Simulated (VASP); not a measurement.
# B3N2 (R32) in VASP: single point with PBE

Aim: the single point of B3N2 with PBE.

Everything below comes from runs of VASP 6.6.1. Logs are shortened: lines on timing, memory, paths and dates and some standing lists are left out, and cuts for length are marked.

**1. The cell of the first run**

The structure is trigonal, space group R32 (No. 155). Conventional cell: a = 3.966 Å, b = 3.966 Å, c = 12.457 Å, α = 90.00°, β = 90.00°, γ = 120.00°. Within 2.0 Å of B (site symmetry 2) lie 2 N at 1.45 Å and 2 B at 1.90 Å. N (site symmetry 3) has 3 B at 1.45 Å within 1.9 Å.

**2. Single point, PBE**

POSCAR reads:

```
B3N2
1.0
    1.9832422179      1.1450254284      4.1524341455
   -1.9832422179      1.1450254284      4.1524341455
    0.0000000000     -2.2900508568      4.1524341455
B N
3 2
Direct
    0.0000000000      0.2770275075      0.7229724925
    0.7229724925      0.0000000000      0.2770275075
    0.2770275075      0.7229724925      0.0000000000
    0.3333924672      0.3333924672      0.3333924672
    0.6666075328      0.6666075328      0.6666075328
```

INCAR.step1 reads:

```
PREC     = Accurate       # precision mode
ENCUT    = 520            # plane-wave cutoff, eV
EDIFF    = 1E-7           # SCF threshold, eV
ISMEAR   = 0              # smearing method
SIGMA    = 0.1            # smearing width, eV
LREAL    = False          # projectors in reciprocal space
LASPH    = True           # aspherical terms in the spheres
NELM     = 60             # most SCF steps
ALGO     = Normal         # electronic algorithm
ISIF     = 2              # what is computed and relaxed
LWAVE    = False          # write WAVECAR
LCHARG   = True           # write CHGCAR
GGA      = PE             # functional
NBANDS   = 18             # bands
```

KPOINTS.step1 reads:

```
Automatic mesh
0
Gamma
  12 12 12
```

INCAR.step2 reads:

```
PREC     = Accurate       # precision mode
ENCUT    = 520            # plane-wave cutoff, eV
EDIFF    = 1E-7           # SCF threshold, eV
ISMEAR   = -5             # smearing method
SIGMA    = 0.1            # smearing width, eV
LREAL    = False          # projectors in reciprocal space
LASPH    = True           # aspherical terms in the spheres
NELM     = 60             # most SCF steps
ALGO     = Normal         # electronic algorithm
ISIF     = 2              # what is computed and relaxed
LWAVE    = False          # write WAVECAR
LCHARG   = False          # write CHGCAR
GGA      = PE             # functional
LORBIT   = 10             # projections on sites
NBANDS   = 18             # bands
NEDOS    = 1001           # points of the DOS
ICHARG   = 11             # starting density
```

KPOINTS.step2 reads:

```
Automatic mesh
0
Gamma
  18 18 18
```

Potentials or basis: VASP PAW PBE potentials, release 64 (B, N).

Run with:

```
cat potpaw_PBE.64/B/POTCAR potpaw_PBE.64/N/POTCAR > POTCAR
cp INCAR.step1 INCAR
cp KPOINTS.step1 KPOINTS
mpirun -np 1 vasp_std > vasp.out
cp INCAR.step2 INCAR
cp KPOINTS.step2 KPOINTS
mpirun -np 1 vasp_std > vasp.out
```

OUTCAR:

```text
PREC = Accurate
   ENCUT = 520
   EDIFF = 1E-7
   ISMEAR = -5
   LREAL = False
   LASPH = True
   NELM = 60
   ISIF = 2
   GGA = PE
   LORBIT = 10
   ICHARG = 11

 ion  position               nearest neighbor table
   1  0.000  0.277  0.723-   5 1.45   4 1.45   3 1.90   2 1.90
   2  0.723  0.000  0.277-   4 1.45   5 1.45   3 1.90   1 1.90
   3  0.277  0.723  0.000-   4 1.45   5 1.45   1 1.90   2 1.90
   4  0.333  0.333  0.333-   2 1.45   3 1.45   1 1.45
   5  0.667  0.667  0.667-   1 1.45   3 1.45   2 1.45

  LATTYP: Found a trigonal (rhomboedric) cell.
 ALAT       =     4.7420504277
 COS(alpha) =     0.6501763416

  Lattice vectors:

 A1 = (   1.9832422179,   1.1450254284,   4.1524341455)
 A2 = (  -1.9832422179,   1.1450254284,   4.1524341455)
 A3 = (   0.0000000000,  -2.2900508568,   4.1524341455)

Analysis of symmetry for initial positions (statically):
=====================================================================
 Subroutine PRICEL returns:
 Original cell was already a primitive cell.

 Routine SETGRP: Setting up the symmetry group for a
 trigonal (rhombohedral) supercell.

 Subroutine GETGRP returns: Found  6 space group operations
 (whereof  6 operations were pure point group operations)
 out of a pool of 12 trial point group operations.

The static configuration has the point symmetry D_3 .

Analysis of symmetry for dynamics (positions and initial velocities):
=====================================================================
 Subroutine PRICEL returns:
 Original cell was already a primitive cell.

 Routine SETGRP: Setting up the symmetry group for a
 trigonal (rhombohedral) supercell.

 Subroutine GETGRP returns: Found  6 space group operations
 (whereof  6 operations were pure point group operations)
 out of a pool of 12 trial point group operations.

The dynamic configuration has the point symmetry D_3 .

 Subroutine INISYM returns: Found  6 space group operations
 (whereof  6 operations are pure point group operations),
 and found     1 'primitive' translations

----------------------------------------------------------------------------------------

                                     Primitive cell

  volume of cell :      56.5776

  direct lattice vectors                    reciprocal lattice vectors
     1.983242218  1.145025428  4.152434146     0.252112423  0.145557175  0.080274201
    -1.983242218  1.145025428  4.152434146    -0.252112423  0.145557175  0.080274201
     0.000000000 -2.290050857  4.152434146     0.000000000 -0.291114350  0.080274201

  length of vectors
     4.742050428  4.742050428  4.742050428     0.301979324  0.301979324  0.301979324

  position of ions in fractional coordinates (direct lattice)
     0.000000000  0.277027508  0.722972492
     0.722972492  1.000000000  0.277027508
     0.277027508  0.722972492  0.000000000
     0.333392467  0.333392467  0.333392467
     0.666607533  0.666607533  0.666607533

  ion indices of the primitive-cell ions
   primitive index   ion index
                 1           1
                 2           2
                 3           3
                 4           4
                 5           5

----------------------------------------------------------------------------------------

 KPOINTS: Automatic mesh

Automatic generation of k-mesh.
 Grid dimensions read from file:
 generate k-points for:   18   18   18

 Generating k-lattice:

  Cartesian coordinates                     Fractional coordinates (reciprocal lattice)
     0.014006246  0.008086510  0.004459678     0.055555556 -0.000000000  0.000000000
    -0.014006246  0.008086510  0.004459678    -0.000000000  0.055555556  0.000000000
     0.000000000 -0.016173019  0.004459678     0.000000000  0.000000000  0.055555556

  Length of vectors
     0.016776629  0.016776629  0.016776629

  Shift w.r.t. Gamma in fractional coordinates (k-lattice)
     0.000000000  0.000000000  0.000000000

 TETIRR: Found   2916 inequivalent tetrahedra from    34992

 Subroutine IBZKPT returns following result:
 ===========================================

 Found    580 irreducible k-points:

 Following reciprocal coordinates:
            Coordinates               Weight
  0.000000  0.000000  0.000000      1.000000
  0.055556  0.000000  0.000000      6.000000
  0.111111  0.000000  0.000000      6.000000
  0.166667  0.000000  0.000000      6.000000
  0.222222  0.000000  0.000000      6.000000
  0.277778  0.000000  0.000000      6.000000
[... 16 lines left out ...]
 -0.277778  0.055556 -0.000000     12.000000
 -0.222222  0.055556 -0.000000     12.000000
 [... further k-points ...]
   k-points           NKPTS =    580   k-points in BZ     NKDIM =    580   number of bands    NBANDS=     18
   number of dos      NEDOS =   1001   number of ions     NIONS =      5
   total plane-waves  NPLWV =  46656
   dimension x,y,z NGX =    36 NGY =   36 NGZ =   36
   dimension x,y,z NGXF=    72 NGYF=   72 NGZF=   72
   ions per type =               3   2
   NGX,Y,Z   is equivalent  to a cutoff of  12.62, 12.62, 12.62 a.u.
   NGXF,Y,Z  is equivalent  to a cutoff of  25.24, 25.24, 25.24 a.u.
 SYSTEM =  unknown system
   PREC   = accura    normal or accurate (medium, high low for compatibility)
   ISTART =      0    job   : 0-new  1-cont  2-samecut
   ICHARG =     11    charge: 1-file 2-atom 10-const
   ISPIN  =      1    spin polarized calculation?
   LNONCOLLINEAR =      F non collinear calculations
   LSORBIT =      F    spin-orbit coupling
   LASPH  =      T    aspherical Exc in radial PAW
   ENCUT  =  520.0 eV  38.22 Ry    6.18 a.u.   8.82  8.82  8.82*2*pi/ulx,y,z
   NELM   =     60;   NELMIN=  2; NELMDL=  0     # of ELM steps
   EDIFF  = 0.1E-06   stopping-criterion for ELM
   LREAL  =      F    real-space projection
   EDIFFG = 0.1E-05   stopping-criterion for IOM
   NSW    =      0    number of steps for IOM
   IBRION =     -1    ionic relax: 0-MD 1-quasi-New 2-CG
   NFREE  =      0    steps in history (QN), initial steepest desc. (CG)
   ISIF   =      2    stress and relaxation
   ISYM   =      2    0-nonsym 1-usesym 2-fastsym
   POTIM  = 0.5000    time-step for ionic-motion
   TEBEG  =    0.0;   TEEND  =   0.0 temperature during run
   PSTRESS=    0.0 pullay stress
   NELECT =      19.0000    total number of electrons
   NUPDOWN=      -1.0000    fix difference up-down
   EMIN   =  10.00;   EMAX   =-10.00  energy-range for DOS
   EFERMI =   0.00;   METHOD = LEGACY
   ISMEAR =    -5;   SIGMA  =   0.10  broadening in eV -4-tet -1-fermi 0-gaus
   EFERMI_NEDOS =   21; number of points for ismear=-14 and -15
   IALGO  =     38    algorithm
   IMIX   =      4    mixing-type and parameters
     AMIX     =   0.40;   BMIX     =  1.00
     AMIX_MAG =   1.60;   BMIX_MAG =  1.00
  volume/ion in A,a.u.               =      11.32        76.36
  Fermi-wavevector in a.u.,A,eV,Ry     =   1.137918  2.150354 17.617612  1.294858
  Thomas-Fermi vector in A             =   2.274623
   LORBIT       =     10    0 simple, 1 ext, 2 COOP (PROOUT), +10 PAW based schemes
   GGA     = PE    functional components
   LHFCALC =     F    Hartree Fock is set to
   AEXX    =    0.0000 exact exchange contribution
   IVDW    =     0    specifies the selected vdW correction
   LEPSILON=     F    determine dielectric tensor
   LRPA    =     F    only Hartree local field effects (RPA)
 non-spin polarized calculation
 Fermi weights with tetrahedron method with Bloechl corrections
  energy-cutoff  :      520.00
  volume of cell :       56.58
 maximum number of plane-waves:      1549

 number of electron      19.0000002 magnetization

 Free energy of the ion-electron system (eV)
  ---------------------------------------------------
  ext. energy  EPLUGINS =         0.00000000
  ---------------------------------------------------
  free energy    TOTEN  =       -38.28480735 eV

  energy without entropy =      -38.28480735  energy(sigma->0) =      -38.28480735

 E-fermi :   2.8084     XC(G=0):  -8.8259

 val. band max:        2.8246883554   @ k =   0.4444   0.4444   0.0000
 cond. band min:       2.8104266860   @ k =   0.5000   0.3333   0.1111
 fundamental gap:     -0.0142616693
 Fermi energy:         2.8084002471

 k-point     1 :       0.0000    0.0000    0.0000
  band No.  band energies     occupation
      1     -17.1530      2.00000
      2     -12.3619      2.00000
      3      -7.3710      2.00000
      4      -7.3710      2.00000
      5      -5.1365      2.00000
      6      -4.1747      2.00000
[... 10 lines left out ...]
     17      13.9247      0.00000
     18      15.4904      0.00000

 k-point     2 :       0.0556    0.0000    0.0000
  band No.  band energies     occupation
      1     -17.1318      2.00000
      2     -12.4316      2.00000
      3      -7.4022      2.00000
      4      -7.3126      2.00000
      5      -5.3244      2.00000
      6      -4.1394      2.00000
[... 10 lines left out ...]
     17      14.0777      0.00000
     18      15.5184      0.00000

 k-point     3 :       0.1111    0.0000    0.0000
  band No.  band energies     occupation
      1     -17.0686      2.00000
      2     -12.6264      2.00000
      3      -7.4910      2.00000
      4      -7.1806      2.00000
      5      -5.5899      2.00000
      6      -4.0554      2.00000
[... 412 lines left out ...]
 k-point    23 :      -0.2778    0.0556   -0.0000
  band No.  band energies     occupation
      1     -16.5342      2.00000
      2     -13.8316      2.00000
      3      -8.2309      2.00000
      4      -7.1121      2.00000
      5      -4.8091      2.00000
      6      -3.2989      2.00000
[... 10 lines left out ...]
     17      15.1138      0.00000
     18      15.4239      0.00000

 k-point    24 :      -0.2222    0.0556   -0.0000
  band No.  band energies     occupation
      1     -16.7244      2.00000
      2     -13.4670      2.00000
      3      -8.0327      2.00000
      4      -7.0053      2.00000
      5      -5.3044      2.00000
      6      -3.5654      2.00000
[... 10 lines left out ...]
     17      14.9895      0.00000
     18      15.6139      0.00000

 [... further k-points ...]

------------------------ aborting loop because EDIFF is reached ----------------------------------------

  FORCE on cell =-STRESS in cart. coord.  units (eV):
  Direction    XX          YY          ZZ          XY          YZ          ZX
  --------------------------------------------------------------------------------------
  -------------------------------------------------------------------------------------
  Total        0.0889177      0.0889177      0.0259862      0.0000000     -0.0000000      0.0000000
  in kB        2.5179892      2.5179892      0.7358838      0.0000000     -0.0000000      0.0000000
  external PRESSURE =       1.9239541 kB  Pullay stress =       0.0000000 kB

 VOLUME and BASIS-vectors are now :
 -----------------------------------------------------------------------------
  energy-cutoff  :      520.00
  volume of cell :       56.58
      direct lattice vectors                 reciprocal lattice vectors
     1.983242218  1.145025428  4.152434146     0.252112423  0.145557175  0.080274201
    -1.983242218  1.145025428  4.152434146    -0.252112423  0.145557175  0.080274201
     0.000000000 -2.290050857  4.152434146     0.000000000 -0.291114350  0.080274201

 POSITION                                       TOTAL-FORCE (eV/Angst)
 -----------------------------------------------------------------------------------
     -0.54941     -1.33844      4.15243         0.009246     -0.016014     -0.000000
      1.43383      0.19341      4.15243         0.009246      0.016014     -0.000000
     -0.88442      1.14503      4.15243        -0.018491     -0.000000      0.000000
      0.00000      0.00000      4.15317        -0.000000      0.000000      0.001423
      0.00000      0.00000      8.30413        -0.000000      0.000000     -0.001423
 -----------------------------------------------------------------------------------
    total drift:                               -0.000000      0.000000      0.000000

  FREE ENERGIE OF THE ION-ELECTRON SYSTEM (eV)
  ---------------------------------------------------
  free  energy   TOTEN  =       -38.2848073468 eV

  energy  without entropy=      -38.2848073468  energy(sigma->0) =      -38.28480735

 total charge

# of ion       s       p       d       tot
------------------------------------------
    1        0.698   1.338   0.000   2.036
    2        0.698   1.338   0.000   2.036
    3        0.698   1.338   0.000   2.036
    4        1.239   2.748   0.000   3.986
    5        1.239   2.748   0.000   3.986
--------------------------------------------------
tot          4.570   9.510   0.000  14.081
```

It took 6.7 min on 1 thread of AMD EPYC 9R45 (Zen 5), shared host; peak memory 0.54 GiB.

What came out:

| Property | Result |
| --- | --- |
| Valence electrons inside the program's atomic spheres | B 2.04; N 3.99 |

Caveat: tetrahedron occupations give inexact forces and stress in metals.
